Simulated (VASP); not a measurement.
A run of VASP 6.6.1:

The input INCAR:

```
PREC = Accurate
ENCUT = 600
EDIFF = 1E-6
ISMEAR = -1
SIGMA = 0.08
LREAL = F
LASPH = T
NELM = 60
ALGO = Normal
ISIF = 3
LWAVE = F
LCHARG = F
IBRION = 2
NSW = 32
EDIFFG = -0.005
PSTRESS = 110.0
```

Contents of KPOINTS:

```
Automatic mesh
0
Gamma
  15 15 8
```

POSCAR

```
Ge
1.0
    2.8066246830      0.0000000000      0.0000000000
   -1.4033123415      2.4306082744      0.0000000000
    0.0000000000      0.0000000000      4.7159682362
Ge
2
Direct
    0.3333333333      0.6666666667      0.2500000000
    0.6666666667      0.3333333333      0.7500000000
```

Potentials or basis: VASP PAW LDA potentials, release 64 (Ge_d).

Run with:

```console
$ cat potpaw_LDA.64/Ge_d/POTCAR > POTCAR
$ mpirun -np 1 vasp_std > vasp.out
```

Hardware: 1 thread of AMD EPYC 7R43 64-Core Processor (Zen 3) (shared host).

Task: Estimate the wall time of this run.

Result: It took 2.9 min on 1 thread of AMD EPYC 7R43 64-Core Processor (Zen 3) (shared host), peak memory 0.16 GiB. Counts: scf iterations 26, k points 135, ion steps 6.
